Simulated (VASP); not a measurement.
Write the native input for VASP 6.6.1 that does the following.

| Item | Value |
| --- | --- |
| Task | single point |
| Functional | PBE |
| Potentials or basis | VASP PAW PBE potentials, release 64 (Cd, S) |
| Cutoff | 520 eV |
| k mesh | 9 × 9 × 6 |
| Occupations | gaussian, width 0.02 eV |
| Spin | no spin polarisation |
| Dipole correction | no |
| Further INCAR settings | ALGO = Normal; EDIFF = 1e-07; NBANDS = 16 |

The structure of CdS lies in POSCAR:

```
CdS
1.0
    4.2468946696      0.0000000000      0.0000000000
   -2.1234473348      3.5971015147     -0.0162003341
    0.0000000000     -0.0254803192      5.8787565623
Cd S
1 1
Direct
   -0.0038711115     -0.0077422230      0.4442681520
    0.6705377815      0.3410755530      0.4327318480
```

This cell differs from its parent crystal: strained and its atoms moved.

These files were run (other wordings do the same):

INCAR

```
SYSTEM = CdS
PREC = Accurate
ENCUT = 520
EDIFF = 1E-7
ISMEAR = 0
SIGMA = 0.02
LREAL = .False.
LASPH = .True.
NELM = 60
ALGO = Normal
ISIF = 2
LWAVE = .False.
LCHARG = .True.
GGA = PE
LELF = .True.
LVHAR = .True.
NBANDS = 16
```

KPOINTS

```
regular mesh
0
Gamma
  9 9 6
  0 0 0
```

Potentials or basis: VASP PAW PBE potentials, release 64 (Cd, S).

The run is started by

```sh
$ cat potpaw_PBE.64/Cd/POTCAR potpaw_PBE.64/S/POTCAR > POTCAR
$ mpirun -np 1 vasp_std > vasp.out
```

It gave:

```json
{
  "Pressure": "1.4 GPa",
  "Largest force": "0.853 eV/Å",
  "Band gap on the k mesh": "1.51 eV"
}
```

Caveat: the cell differs from its parent crystal (strained and its atoms moved).

It took 3.9 min on 1 thread of Intel Xeon 8259CL (shared host), peak memory 0.35 GiB.
